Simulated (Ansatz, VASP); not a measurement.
## Two plane-wave programs on BN

```xyz
2
Lattice="0.0000 1.8075 1.8075 1.8075 0.0000 1.8075 1.8075 1.8075 0.0000" Properties=species:S:1:pos:R:3 pbc="T T T"
B     0.0000    0.0000    0.0000
N     0.9038    0.9038    0.9038
```

Alike in both runs: task single point; functional PBE; k mesh 12 × 12 × 12; occupations gaussian, width 0.02 eV; no spin polarisation.

|  | VASP | Ansatz |
| --- | --- | --- |
| version | VASP 6.6.1 | Ansatz 0.2.0 |
| potentials or method | VASP PAW PBE potentials, release 64 (B, N), cutoff 600 eV | scalar-relativistic, plane waves, PAW |
| valence electrons in the cell | 8 | 8 |

```tsv
	VASP	Ansatz	Ansatz less VASP
gap on the k mesh at the Fermi level (eV)	4.46	4.47	+0.012
least direct gap on the mesh (eV)	8.82	8.83	+0.011
pressure (GPa)	3.0	3.0	+0.01
```
